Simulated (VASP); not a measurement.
Runs of VASP 6.6.1 on Sn. The structure is that of space group Fd-3m (No. 227), or close to it. The cells are those of the table. This isn't the form of Sn at room conditions, which is tetragonal (white tin).

```tsv
cell	k mesh	gap on the mesh (eV)	pressure (GPa)
a = 4.944 Å, angles 60.0°, 2 atoms	13 × 13 × 13	none	-1.9
a = 4.819 Å, angles 60.0°, 2 atoms	9 × 9 × 9	none	0.0
a = 4.686 Å, angles 60.0°, 2 atoms	13 × 13 × 13	none	(a)
a = 4.819 Å, angles 60.0°, 2 atoms	13 × 13 × 13	none	-0.1
a = 4.882 Å, angles 60.0°, 2 atoms	13 × 13 × 13	none	(b)
```

Alike in all rows: task single point; level BLYP; potentials or basis VASP PAW PBE potentials, release 64 (Sn_d); no spin polarisation; cutoff (eV) 520; smearing fermi-dirac 0.1 eV.

Q: Estimate the missing entries.

A: (a) 2.8; (b) -1.1.

Caveats: the PAW data sets were made with another functional, which shifts forces and pressure a little; spin-orbit coupling is left out, which moves the levels of the heavy elements.

A k mesh can miss the band edges, and the runs leave out spin-orbit coupling on Sn.

A gap of «none» marks levels without a gap at the run's occupations.
